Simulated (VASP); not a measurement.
A run of VASP 6.6.1 is set up as follows.

INCAR

```
SYSTEM = AlNi
  ALGO = Normal
  EDIFF = 1E-7
  ENCUT = 520
  GGA = PS
  ISIF = 2
  ISMEAR = -1
  ISPIN = 2
  LASPH = .True.
  LCHARG = .True.
  LELF = .True.
  LMAXMIX = 4
  LORBIT = 11
  LREAL = .False.
  LVHAR = .True.
  LWAVE = .False.
  MAGMOM = 0.5 0
  NBANDS = 18
  NELM = 150
  NUPDOWN = 0.5
  PREC = Accurate
  SIGMA = 0.05
```

The input KPOINTS:

```
k-points
0
Gamma
  8 8 8
  0 0 0
```

The input POSCAR:

```
AlNi
1.0
    2.8810000000      0.0000000000      0.0000000000
    0.0000000000      2.8810000000      0.0000000000
    0.0000000000      0.0000000000      2.8810000000
Ni Al
1 1
Direct
    0.5000000000      0.5000000000      0.5000000000
    0.0000000000      0.0000000000      0.0000000000
```

Potentials or basis: VASP PAW PBE potentials, release 64 (Ni, Al).

Launch:

```bash
$ cat potpaw_PBE.64/Ni/POTCAR potpaw_PBE.64/Al/POTCAR > POTCAR
$ mpirun -np 1 vasp_std > vasp.out
```

(1) What does it give for the pressure?

Results:

(1) -2.3 GPa.

Caveat: the PAW data sets were made with another functional, which shifts forces and pressure a little; the total moment is fixed, so each spin has its own Fermi level.
